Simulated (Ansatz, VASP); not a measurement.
## One calculation of AlN, two programs

The input INCAR:

```
PREC = Accurate ; ENCUT = 520
EDIFF = 1E-7 ; ISMEAR = 0
SIGMA = 0.05 ; LREAL = F
LASPH = T ; NELM = 60
ALGO = Normal ; ISIF = 2
LWAVE = F ; LCHARG = T
GGA = PS ; LELF = T
LVHAR = T ; NBANDS = 16
```

File KPOINTS:

```
regular mesh
0
Gamma
  9 9 6
```

POSCAR

```
AlN
1.0
    3.2620000000      0.0000000000      0.0000000000
   -1.6310000000      2.8249748671      0.0000000000
    0.0000000000      0.0000000000      4.0998000000
Al N
2 2
Direct
    0.3333333333      0.6666666667      0.7500000000
    0.6666666667      0.3333333333      0.2500000000
    0.3333333333      0.6666666667      0.2500000000
    0.6666666667      0.3333333333      0.7500000000
```

Input for Ansatz:

```yaml
crystal:
  lattice:
    - [3.262, 0.0, 0.0]
    - [-1.631, 2.8249748671, 0.0]
    - [0.0, 0.0, 4.0998]
  atoms:
    - { symbol: Al, position: [0.3333333333, 0.6666666667, 0.75] }
    - { symbol: Al, position: [0.6666666667, 0.3333333333, 0.25] }
    - { symbol: "N", position: [0.3333333333, 0.6666666667, 0.25] }
    - { symbol: "N", position: [0.6666666667, 0.3333333333, 0.75] }
basis:
  ecutwfc: 520.0
kpoints:
  mp_grid: { grid: [9, 9, 6] }
hamiltonian:
  xc: pbesol
scf:
  occupations: { method: gaussian, width: 0.05 }
output:
  forces: true
  stress: true
  eigenvalues: true
  write_density: true
  write_potential: true
  elf: true
  volumetric_format: npy
```

Alike in both runs: task single point; functional PBEsol; k mesh 9 × 9 × 6; occupations gaussian, width 0.05 eV; no spin polarisation.

|  | VASP | Ansatz |
| --- | --- | --- |
| version | VASP 6.6.1 | Ansatz 0.2.0 |
| potentials or method | VASP PAW PBE potentials, release 64 (Al, N), cutoff 520 eV | scalar-relativistic, plane waves, PAW |
| valence electrons in the cell | 16 | 16 |

```tsv
	VASP	Ansatz	Ansatz less VASP
gap on the k mesh at the Fermi level (eV)	3.58	3.57	-0.014
least direct gap on the mesh (eV)	3.58	3.57	-0.014
pressure (GPa)	7.9	7.9	+0.04
traceless stress, the component that is largest in VASP (GPa)	-1.23	-1.18	+0.052
```

VASP's potentials were made for PBE, not for PBEsol.
